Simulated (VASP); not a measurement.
# MgO2 (R-3m) in VASP: notebook

The runs below take MgO2 through relaxation of shape and atoms at fixed volume, single point, with PBEsol.

Program: VASP 6.6.1. These are calculated values, not measurements. Logs are shortened: lines on timing, memory, paths and dates and some standing lists are left out, and cuts for length are marked.

### 1 The cell of the first run

Symmetry: R-3m, No. 166, trigonal system. The conventional cell has a = 3.236 Å, b = 3.236 Å, c = 10.535 Å, α = 90.00°, β = 90.00°, γ = 120.00°. Within 2.8 Å of Mg (site symmetry -3m) lie 6 O at 2.12 Å. Within 2.0 Å of O (site symmetry 3m) lie 1 O at 1.49 Å.

### 2 Relaxation of shape and atoms at fixed volume, PBEsol (10.62 Å³/atom)

Input file INCAR:

```
SYSTEM = MgO2
PREC = Accurate
ENCUT = 750
EDIFF = 1E-7
ISMEAR = 0
SIGMA = 0.02
LREAL = .FALSE.
LASPH = .TRUE.
NELM = 120
ALGO = Normal
ISIF = 4
LWAVE = .FALSE.
LCHARG = .FALSE.
GGA = PS
IBRION = 2
NSW = 50
EDIFFG = -0.01
GGA_COMPAT = .FALSE.
NELMIN = 4
```

Input file KPOINTS:

```
Automatic mesh
0
G
  12 12 12
  0 0 0
```

Input file POSCAR:

```
MgO2
1.0
    1.6179967992      0.9341508875      3.5116403782
   -1.6179967992      0.9341508875      3.5116403782
    0.0000000000     -1.8683017751      3.5116403782
Mg O
1 2
Direct
    0.0000000000      0.0000000000      0.0000000000
    0.4291822502      0.4291822502      0.4291822502
    0.5708177498      0.5708177498      0.5708177498
```

Potentials or basis: VASP PAW PBE potentials, release 64 (Mg_sv, O).

Started as:

```sh
cat potpaw_PBE.64/Mg_sv/POTCAR potpaw_PBE.64/O/POTCAR > POTCAR
mpirun -np 1 vasp_std > vasp.out
```

OUTCAR:

```text
SYSTEM = MgO2
   PREC = Accurate
   ENCUT = 750
   EDIFF = 1E-7
   ISMEAR = 0
   LREAL = .FALSE.
   LASPH = .TRUE.
   NELM = 120
   ISIF = 4
   GGA = PS
   IBRION = 2
   NSW = 50
   EDIFFG = -0.01
   NELMIN = 4

 ion  position               nearest neighbor table
   1  0.000  0.000  0.000-   3 2.12   2 2.12   3 2.12   3 2.12   2 2.12   2 2.12
   2  0.429  0.429  0.429-   3 1.49   1 2.12   1 2.12   1 2.12
   3  0.571  0.571  0.571-   2 1.49   1 2.12   1 2.12   1 2.12

  LATTYP: Found a trigonal (rhomboedric) cell.
 ALAT       =     3.9777090980
 COS(alpha) =     0.6690828506

  Lattice vectors:

 A1 = (   1.6179967992,   0.9341508875,   3.5116403782)
 A2 = (  -1.6179967992,   0.9341508875,   3.5116403782)
 A3 = (   0.0000000000,  -1.8683017751,   3.5116403782)

Analysis of symmetry for initial positions (statically):
=====================================================================
 Subroutine PRICEL returns:
 Original cell was already a primitive cell.

 Routine SETGRP: Setting up the symmetry group for a
 trigonal (rhombohedral) supercell.

 Subroutine GETGRP returns: Found 12 space group operations
 (whereof 12 operations were pure point group operations)
 out of a pool of 12 trial point group operations.

The static configuration has the point symmetry D_3d.

Analysis of symmetry for dynamics (positions and initial velocities):
=====================================================================
 Subroutine PRICEL returns:
 Original cell was already a primitive cell.

 Routine SETGRP: Setting up the symmetry group for a
 trigonal (rhombohedral) supercell.

 Subroutine GETGRP returns: Found 12 space group operations
 (whereof 12 operations were pure point group operations)
 out of a pool of 12 trial point group operations.

The dynamic configuration has the point symmetry D_3d.

 Subroutine INISYM returns: Found 12 space group operations
 (whereof 12 operations are pure point group operations),
 and found     1 'primitive' translations

----------------------------------------------------------------------------------------

                                     Primitive cell

  volume of cell :      31.8461

  direct lattice vectors                    reciprocal lattice vectors
     1.617996799  0.934150887  3.511640378     0.309024097  0.178415146  0.094922400
    -1.617996799  0.934150887  3.511640378    -0.309024097  0.178415146  0.094922400
     0.000000000 -1.868301775  3.511640378     0.000000000 -0.356830291  0.094922400

  length of vectors
     3.977709098  3.977709098  3.977709098     0.369239920  0.369239920  0.369239920

  position of ions in fractional coordinates (direct lattice)
     0.000000000  0.000000000  0.000000000
     0.429182250  0.429182250  0.429182250
     0.570817750  0.570817750  0.570817750

  ion indices of the primitive-cell ions
   primitive index   ion index
                 1           1
                 2           2
                 3           3

----------------------------------------------------------------------------------------

 KPOINTS: Automatic mesh

Automatic generation of k-mesh.
 Grid dimensions read from file:
 generate k-points for:   12   12   12

 Generating k-lattice:

  Cartesian coordinates                     Fractional coordinates (reciprocal lattice)
     0.025752008  0.014867929  0.007910200     0.083333333 -0.000000000 -0.000000000
    -0.025752008  0.014867929  0.007910200    -0.000000000  0.083333333 -0.000000000
     0.000000000 -0.029735858  0.007910200     0.000000000  0.000000000  0.083333333

  Length of vectors
     0.030769993  0.030769993  0.030769993

  Shift w.r.t. Gamma in fractional coordinates (k-lattice)
     0.000000000  0.000000000  0.000000000

 Subroutine IBZKPT returns following result:
 ===========================================

 Found    189 irreducible k-points:

 Following reciprocal coordinates:
            Coordinates               Weight
  0.000000  0.000000  0.000000      1.000000
  0.083333  0.000000 -0.000000      6.000000
  0.166667  0.000000  0.000000      6.000000
  0.250000 -0.000000 -0.000000      6.000000
  0.333333 -0.000000 -0.000000      6.000000
  0.416667 -0.000000 -0.000000      6.000000
[... 16 lines left out ...]
  0.500000  0.166667 -0.000000     12.000000
 -0.416667  0.166667  0.000000     12.000000
 [... further k-points ...]
   k-points           NKPTS =    189   k-points in BZ     NKDIM =    189   number of bands    NBANDS=     15
   number of dos      NEDOS =    301   number of ions     NIONS =      3
   total plane-waves  NPLWV =  46656
   dimension x,y,z NGX =    36 NGY =   36 NGZ =   36
   dimension x,y,z NGXF=    72 NGYF=   72 NGZF=   72
   ions per type =               1   2
   NGX,Y,Z   is equivalent  to a cutoff of  15.05, 15.05, 15.05 a.u.
   NGXF,Y,Z  is equivalent  to a cutoff of  30.09, 30.09, 30.09 a.u.
 SYSTEM =  MgO2
   PREC   = accura    normal or accurate (medium, high low for compatibility)
   ISTART =      0    job   : 0-new  1-cont  2-samecut
   ICHARG =      2    charge: 1-file 2-atom 10-const
   ISPIN  =      1    spin polarized calculation?
   LNONCOLLINEAR =      F non collinear calculations
   LSORBIT =      F    spin-orbit coupling
   LASPH  =      T    aspherical Exc in radial PAW
   ENCUT  =  750.0 eV  55.12 Ry    7.42 a.u.   8.88  8.88  8.88*2*pi/ulx,y,z
   NELM   =    120;   NELMIN=  4; NELMDL= -5     # of ELM steps
   EDIFF  = 0.1E-06   stopping-criterion for ELM
   LREAL  =      F    real-space projection
   EDIFFG = -.1E-01   stopping-criterion for IOM
   NSW    =     50    number of steps for IOM
   IBRION =      2    ionic relax: 0-MD 1-quasi-New 2-CG
   NFREE  =      1    steps in history (QN), initial steepest desc. (CG)
   ISIF   =      4    stress and relaxation
   ISYM   =      2    0-nonsym 1-usesym 2-fastsym
   POTIM  = 0.5000    time-step for ionic-motion
   TEBEG  =    0.0;   TEEND  =   0.0 temperature during run
   PSTRESS=    0.0 pullay stress
   NELECT =      22.0000    total number of electrons
   NUPDOWN=      -1.0000    fix difference up-down
   EMIN   =  10.00;   EMAX   =-10.00  energy-range for DOS
   EFERMI =   0.00;   METHOD = LEGACY
   ISMEAR =     0;   SIGMA  =   0.02  broadening in eV -4-tet -1-fermi 0-gaus
   EFERMI_NEDOS =   21; number of points for ismear=-14 and -15
   IALGO  =     38    algorithm
   IMIX   =      4    mixing-type and parameters
     AMIX     =   0.40;   BMIX     =  1.00
     AMIX_MAG =   1.60;   BMIX_MAG =  1.00
  volume/ion in A,a.u.               =      10.62        71.64
  Fermi-wavevector in a.u.,A,eV,Ry     =   1.447206  2.734823 28.496119  2.094406
  Thomas-Fermi vector in A             =   2.565187
   LORBIT       =      0    0 simple, 1 ext, 2 COOP (PROOUT), +10 PAW based schemes
   GGA     = PS    functional components
   LHFCALC =     F    Hartree Fock is set to
   AEXX    =    0.0000 exact exchange contribution
   IVDW    =     0    specifies the selected vdW correction
   LEPSILON=     F    determine dielectric tensor
   LRPA    =     F    only Hartree local field effects (RPA)
 conjugate gradient relaxation of ions
 non-spin polarized calculation
 Gauss-broadening in eV      SIGMA  =   0.02
  energy-cutoff  :      750.00
  volume of cell :       31.85
 maximum number of plane-waves:      1501
   NGX = 17   NGY = 17   NGZ = 17

--------------------------------------- Ionic step        1  -------------------------------------------

 number of electron      22.0000005 magnetization

 Free energy of the ion-electron system (eV)
  ---------------------------------------------------
  ext. energy  EPLUGINS =         0.00000000
  ---------------------------------------------------
  free energy    TOTEN  =       -17.16756176 eV

  energy without entropy =      -17.16756176  energy(sigma->0) =      -17.16756176

------------------------ aborting loop because EDIFF is reached ----------------------------------------

  FORCE on cell =-STRESS in cart. coord.  units (eV):
  Direction    XX          YY          ZZ          XY          YZ          ZX
  --------------------------------------------------------------------------------------
  -------------------------------------------------------------------------------------
  Total       -1.3137838     -1.3137838     -1.5615387      0.0000000      0.0000000      0.0000000
  in kB      -66.0965078    -66.0965078    -78.5610639      0.0000000      0.0000000      0.0000000
  external PRESSURE =     -70.2513598 kB  Pullay stress =       0.0000000 kB
[... 96 lines left out ...]
  energy  without entropy=      -17.1677440565  energy(sigma->0) =      -17.16774406

--------------------------------------- Ionic step        4  -------------------------------------------

 number of electron      22.0000006 magnetization

 Free energy of the ion-electron system (eV)
  ---------------------------------------------------
  ext. energy  EPLUGINS =         0.00000000
  ---------------------------------------------------
  free energy    TOTEN  =       -17.16787806 eV

  energy without entropy =      -17.16787806  energy(sigma->0) =      -17.16787806

 E-fermi :   2.4879     XC(G=0): -10.5061

 val. band max:        2.3136141342   @ k =   0.5000   0.5000   0.5000
 cond. band min:       4.5392425663   @ k =   0.5000   0.5000   0.5000
 fundamental gap:      2.2256284321
 Fermi energy:         2.4879473092

 k-point     1 :       0.0000    0.0000    0.0000
  band No.  band energies     occupation
      1     -70.8957      2.00000
      2     -37.8681      2.00000
      3     -37.8369      2.00000
      4     -37.8369      2.00000
      5     -18.9107      2.00000
      6     -12.1149      2.00000
      7      -5.3298      2.00000
      8      -1.0444      2.00000
      9      -1.0444      2.00000
     10       1.5238      2.00000
     11       1.5238      2.00000
     12       6.6196      0.00000
     13       7.1306      0.00000
     14      14.1496      0.00000
     15      15.9265      0.00000
[... 397 lines left out ...]
 k-point    24 :      -0.4167    0.1667    0.0000
  band No.  band energies     occupation
      1     -70.8936      2.00000
      2     -37.8657      2.00000
      3     -37.8629      2.00000
      4     -37.8480      2.00000
      5     -18.3957      2.00000
      6     -12.4665      2.00000
      7      -4.3249      2.00000
      8      -3.3498      2.00000
      9      -1.7583      2.00000
     10       0.8870      2.00000
     11       1.1943      2.00000
     12       6.4363      0.00000
     13      11.2811      0.00000
     14      12.2004      0.00000
     15      14.5607      0.00000

 [... further k-points ...]

------------------------ aborting loop because EDIFF is reached ----------------------------------------

  FORCE on cell =-STRESS in cart. coord.  units (eV):
  Direction    XX          YY          ZZ          XY          YZ          ZX
  --------------------------------------------------------------------------------------
  -------------------------------------------------------------------------------------
  Total       -1.3621690     -1.3621690     -1.3730530      0.0000000      0.0000000      0.0000000
  in kB      -68.5307662    -68.5307662    -69.0783452      0.0000000      0.0000000      0.0000000
  external PRESSURE =     -68.7132926 kB  Pullay stress =       0.0000000 kB
[... 18 lines left out ...]
  FREE ENERGIE OF THE ION-ELECTRON SYSTEM (eV)
  ---------------------------------------------------
  free  energy   TOTEN  =       -17.1678780555 eV

  energy  without entropy=      -17.1678780555  energy(sigma->0) =      -17.16787806

 reached required accuracy - stopping structural energy minimisation
```

Run time: 3.4 min. Hardware: 1 thread of Intel Xeon Platinum 8488C (Sapphire Rapids), shared host; peak memory 0.3 GiB.

Results:

```
Free energy                  : -17.1679 eV
Energy gained by relaxing    : 0.1 meV/atom
Ionic steps                  : 4
Pressure after relaxing      : -6.9 GPa
Largest force after relaxing : 0.009 eV/Å
Band gap on the k mesh       : 2.23 eV
```

Forces on the atoms (eV/Å):
```
Mg   0.000  0.000  0.000
O    0.000  0.000 -0.009
O    0.000  0.000  0.009
```

The path:
| step | energy change (eV) | largest force (eV/Å) | pressure (GPa) | volume (Å³) |
| --- | --- | --- | --- | --- |
| 1 | 0.0000 | 0.0277 | -7.03 | 31.85 |
| 2 | 0.0000 | 0.1263 | -6.74 | 31.85 |
| 3 | -0.0002 | 0.0479 | -6.88 | 31.85 |
| 4 | -0.0003 | 0.0089 | -6.87 | 31.85 |

Final structure:
```
Mg O
1.0
     1.62010    0.93537    3.50252
    -1.62010    0.93537    3.50252
     0.00000   -1.87073    3.50252
Mg O
1 2
Direct
  0.00000 0.00000 0.00000
  0.42909 0.42909 0.42909
  0.57091 0.57091 0.57091
```

Levels at points of the mesh, in eV from the valence-band top:
```
           k point  band 8  band 9  band 10  band 11  band 12  band 13  band 14  band 15
(0.00, 0.00, 0.00)   -3.36   -3.36    -0.79    -0.79     4.31     4.82    11.84    13.61
(0.50, 0.00, 0.00)   -6.01   -3.68    -1.24    -1.08     4.15     8.33     9.82    12.27
(0.50, 0.50, 0.00)   -5.34   -4.34    -2.12    -0.11     3.48     7.56    10.67    11.99
(0.50, 0.50, 0.50)   -3.86   -3.86     0.00     0.00     2.23     4.75     9.10    13.79
```

Caveat: the PAW data sets were made with another functional, which shifts forces and pressure a little. A k mesh can miss the band edges.

### 3 Single point, PBEsol (10.31 Å³/atom)

This run uses another cell than the first one, of 10.31 Å³/atom.

Input file INCAR:

```
PREC = Accurate ; ENCUT = 750
EDIFF = 1E-6 ; ISMEAR = 0
SIGMA = 0.02 ; LREAL = False
LASPH = True ; NELM = 120
ALGO = Normal ; ISIF = 2
LWAVE = False ; LCHARG = False
GGA = PS ; NBANDS = 18
GGA_COMPAT = False
```

Input file KPOINTS:

```
Automatic mesh
0
Gamma
  12 12 12
```

Input file POSCAR:

```
MgO2
1.0
    1.6025863695      0.9252536718      3.4781941519
   -1.6025863695      0.9252536718      3.4781941519
    0.0000000000     -1.8505073437      3.4781941518
Mg O
1 2
Direct
    0.0000000000      0.0000000000      0.0000000000
    0.4291822502      0.4291822502      0.4291822502
    0.5708177498      0.5708177498      0.5708177498
```

Potentials or basis: VASP PAW PBE potentials, release 64 (Mg_sv, O).

Started as:

```sh
cat potpaw_PBE.64/Mg_sv/POTCAR potpaw_PBE.64/O/POTCAR > POTCAR
mpirun -np 1 vasp_std > vasp.out
```

Wall time 84 s (1 thread of Intel Xeon 6975P-C (Granite Rapids), shared host); peak memory 0.3 GiB.

It converged, with:

| Item | Value |
| --- | --- |
| Free energy | -17.1936 eV |
| Pressure | -3.6 GPa |
| Largest force | 0.130 eV/Å |
| Band gap on the k mesh | 2.36 eV |

Forces on the atoms (eV/Å):
```
Mg   0.000  0.000  0.000
O    0.000  0.000 -0.130
O    0.000  0.000  0.130
```

Stress tensor (GPa, compression positive):
```
-4.01  0.00  0.00
 0.00 -4.01  0.00
 0.00  0.00 -2.84
```

Levels at points of the mesh, in eV from the valence-band top:
```tsv
k point	band 9	band 10	band 11	band 12	band 13	band 14
(0.00, 0.00, 0.00)	-3.45	-0.82	-0.82	4.44	4.95	12.04
(0.50, 0.00, 0.00)	-3.80	-1.27	-1.13	4.27	8.45	10.09
(0.50, 0.50, 0.00)	-4.46	-2.19	-0.13	3.61	7.63	10.87
(0.50, 0.50, 0.50)	-3.98	0.00	0.00	2.36	4.78	9.36
```

Caveat: the cell stands under tension; the PAW data sets were made with another functional, which shifts forces and pressure a little. A k mesh can miss the band edges.
